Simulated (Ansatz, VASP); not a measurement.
## AlPt: VASP beside Ansatz

```
CELL_PARAMETERS angstrom
4.86879 0.00000 0.00000
0.00000 4.86879 0.00000
0.00000 0.00000 4.86879
ATOMIC_POSITIONS crystal
Al 0.84418 0.84418 0.84418
Al 0.65582 0.15582 0.34418
Al 0.34418 0.65582 0.15582
Al 0.15582 0.34418 0.65582
Pt 0.15387 0.15387 0.15387
Pt 0.34613 0.84613 0.65387
Pt 0.65387 0.34613 0.84613
Pt 0.84613 0.65387 0.34613
```

Alike in both runs: functional PBEsol; k mesh 8 × 8 × 8; occupations gaussian, width 0.1 eV; no spin polarisation.

Ansatz relaxed the structure, and its values are those at the end. VASP's run is a single point on that final structure, the one shown.

```csv
,VASP,Ansatz
version,VASP 6.6.1,Ansatz 0.2.0
potentials or method,"VASP PAW PBE potentials, release 64 (Al, Pt), cutoff 520 eV","scalar-relativistic, plane waves, PAW"
valence electrons in the cell,52,84
```

Ansatz gave:

- gap on the k mesh at the Fermi level (eV): none
- pressure (GPa): 0.0
- rms of the force components (eV/Å): 0.003

Estimate VASP's values.

gap on the k mesh at the Fermi level (eV): none; pressure (GPa): -0.1; rms of the force components (eV/Å): 0.006.

VASP's potentials were made for PBE, not for PBEsol. A gap of «none» marks a metal or a gap that the smearing closes. The functional is the same, so the differences come from potentials, cutoffs and numerics. VASP's potentials hold 52 valence electrons a cell and Ansatz's 84, so a difference there can come from the potentials and not from the codes.

Spin-orbit coupling is off throughout.
